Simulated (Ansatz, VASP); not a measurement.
## Two plane-wave programs on TaGe4Pt

```
Ta Ge Pt
1.0
     4.35384    0.00000    0.00000
    -2.17692    3.77054    0.00000
     0.00000    0.00000    9.75347
Ta Ge Pt
1 4 1
Cartesian
  0.0000 0.0000 0.0000
  2.1769 1.2568 0.0000
  2.1769 1.2568 4.8767
  0.0000 0.0000 2.4683
  0.0000 0.0000 7.2852
  0.0000 0.0000 4.8767
```

Alike in both runs: functional PBE; k mesh 4 × 4 × 2; occupations gaussian, width 0.2 eV; no spin polarisation.

Ansatz relaxed the structure, and its values are those at the end. VASP's run is a single point on that final structure, the one shown.

|  | VASP | Ansatz |
| --- | --- | --- |
| version | VASP 6.6.1 | Ansatz 0.2.0 |
| potentials or method | VASP PAW PBE potentials, release 64 (Ta_pv, Ge_d, Pt), cutoff 520 eV | scalar-relativistic, plane waves, PAW |
| valence electrons in the cell | 77 | 87 |

|  | VASP | Ansatz | Ansatz less VASP |
| --- | --- | --- | --- |
| gap on the k mesh at the Fermi level (eV) | none | none | - |
| pressure (GPa) | 0.0 | 0.0 | +0.01 |

A gap of «none» marks a metal or a gap that the smearing closes. VASP's potentials hold 77 valence electrons a cell and Ansatz's 87, so a difference there can come from the potentials and not from the codes.

The k mesh is coarse, so the values compare programs but aren't converged. Spin-orbit coupling is off throughout.
